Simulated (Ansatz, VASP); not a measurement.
# One calculation of Sb6Se, two programs

```
CELL_PARAMETERS angstrom
7.46333 0.00000 0.00000
0.00000 7.46333 0.00000
0.00000 0.00000 7.46333
ATOMIC_POSITIONS crystal
Sb 0.20588 0.50030 0.50016
Sb 0.49574 0.21287 0.50022
Sb 0.78712 0.49562 0.50303
Sb 0.49299 0.78679 0.50527
Sb 0.50207 0.49879 0.21348
Sb 0.49438 0.49862 0.78883
Se 0.99638 0.00254 0.00224
```

Change from the starting cell: atoms moved at random, drawn with an rms of 0.05 Å.

Alike in both runs: task single point; functional PBE; k mesh 4 × 4 × 4; occupations fermi-dirac, width 0.05 eV; no spin polarisation.

|  | VASP | Ansatz |
| --- | --- | --- |
| version | VASP 6.6.1 | Ansatz 0.2.0 |
| potentials or method | VASP PAW PBE potentials, release 64 (Sb, Se) | Ansatz PAW |
| plane-wave cutoff (eV) | 520 | 420 |
| valence electrons in the cell | 36 | 106 |

Ansatz gave:

```
gap on the k mesh at the Fermi level (eV)                     : none
pressure (GPa)                                                : 0.1
traceless stress, the component that is largest in VASP (GPa) : -0.14
rms of the force components (eV/Å)                            : 0.058
```

What did VASP give for the same quantities?

gap on the k mesh at the Fermi level (eV): none; pressure (GPa): 0.1; traceless stress, the component that is largest in VASP (GPa): -0.14; rms of the force components (eV/Å): 0.068.

Atom by atom the forces differ by 0.022 eV/Å (rms over components). A gap of «none» marks a metal or a gap that the smearing closes. VASP's potentials hold 36 valence electrons a cell and Ansatz's 106, so a difference there can come from the potentials and not from the codes.

Neither program's run includes spin-orbit coupling.
